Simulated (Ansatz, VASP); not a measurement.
# SnSe2: VASP beside Ansatz

Contents of INCAR:

```
SYSTEM = SnSe2
PREC = Accurate
ENCUT = 520
EDIFF = 1E-6
ISMEAR = 0
SIGMA = 0.1
LREAL = .False.
LASPH = .True.
NELM = 80
ALGO = Normal
ISIF = 2
LWAVE = .False.
LCHARG = .False.
GGA = PE
IVDW = 12
NBANDS = 35
```

Contents of KPOINTS:

```
regular mesh
0
Gamma
  4 2 2
  0 0 0
```

Contents of POSCAR:

```
SnSe2
1.0
   -2.0564505290      3.5618767995      0.0000000000
    0.0000000000      0.0000000000      5.8693322466
    6.1693515871      3.5618767995      0.0000000000
Sn Se
2 4
Direct
    0.0000000000      0.5000000000      0.0000000000
    0.5000000000      0.5000000000      0.5000000000
    0.5000000000      0.2121273981      0.1666666667
    1.0000000000      0.2121273981      0.6666666667
    0.5000000000      0.7878726019      0.1666666667
    1.0000000000      0.7878726019      0.6666666667
```

Input for Ansatz:

```yaml
crystal:
  lattice:
    - [-2.056450529, 3.5618767995, 0.0]
    - [0.0, 0.0, 5.8693322466]
    - [6.1693515871, 3.5618767995, 0.0]
  atoms:
    - { symbol: Sn, position: [0.0, 0.5, 0.0] }
    - { symbol: Sn, position: [0.5, 0.5, 0.5] }
    - { symbol: Se, position: [0.5, 0.2121273981, 0.1666666667] }
    - { symbol: Se, position: [1.0, 0.2121273981, 0.6666666667] }
    - { symbol: Se, position: [0.5, 0.7878726019, 0.1666666667] }
    - { symbol: Se, position: [1.0, 0.7878726019, 0.6666666667] }
basis:
  ecutwfc: 420
kpoints:
  mp_grid: { grid: [4, 2, 2] }
hamiltonian:
  xc: pbe
  dispersion: d3bj
scf:
  occupations: { method: gaussian, width: 0.1 }
  lower_state_search: "off"
output:
  forces: true
  stress: true
  eigenvalues: true
```

Alike in both runs: task single point; functional PBE; dispersion D3(BJ); k mesh 4 × 2 × 2; occupations gaussian, width 0.1 eV; no spin polarisation.

|  | VASP | Ansatz |
| --- | --- | --- |
| version | VASP 6.6.1 | Ansatz 0.2.0 |
| potentials or method | VASP PAW PBE potentials, release 64 (Sn_d, Se), cutoff 520 eV | scalar-relativistic, plane waves, PAW |
| valence electrons in the cell | 52 | 92 |

```csv
,VASP,Ansatz,Ansatz less VASP
gap on the k mesh at the Fermi level (eV),0.83,0.83,0.000
least direct gap on the mesh (eV),1.64,1.64,-0.002
pressure (GPa),-1.0,-1.0,-0.02
"traceless stress, the component that is largest in VASP (GPa)",-0.17,-0.21,-0.036
rms of the force components (eV/Å),0.042,0.041,-0.0011
```

Atom by atom the forces differ by 0.001 eV/Å (rms over components). VASP's potentials hold 52 valence electrons a cell and Ansatz's 92, so a difference there can come from the potentials and not from the codes.

The k mesh is coarse, so the values compare programs but aren't converged.
